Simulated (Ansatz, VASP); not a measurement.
## Two plane-wave programs on Ti

```xyz
1
Lattice="0.0000 2.0434 2.0434 2.0434 0.0000 2.0434 2.0434 2.0434 0.0000" Properties=species:S:1:pos:R:3 pbc="T T T"
Ti    0.0000    0.0000    0.0000
```

Alike in both runs: task single point; functional r2SCAN; k mesh 11 × 11 × 11; occupations fermi-dirac, width 0.05 eV; no spin polarisation.

|  | VASP | Ansatz |
| --- | --- | --- |
| version | VASP 6.6.1 | Ansatz 0.2.0 |
| potentials or method | VASP PAW PBE potentials, release 64 (Ti_sv) | Ansatz PAW |
| plane-wave cutoff (eV) | 520 | 500 |
| valence electrons in the cell | 12 | 12 |

VASP gave:

- gap on the k mesh at the Fermi level (eV): none
- pressure (GPa): 2.3

**Question.** Estimate Ansatz's values.

**Answer.** gap on the k mesh at the Fermi level (eV): none; pressure (GPa): 1.9.

VASP's potentials were made for PBE, not for r2SCAN. A gap of «none» marks a metal or a gap that the smearing closes. With one functional, cell and mesh, what is left measures potentials, basis and numerics.
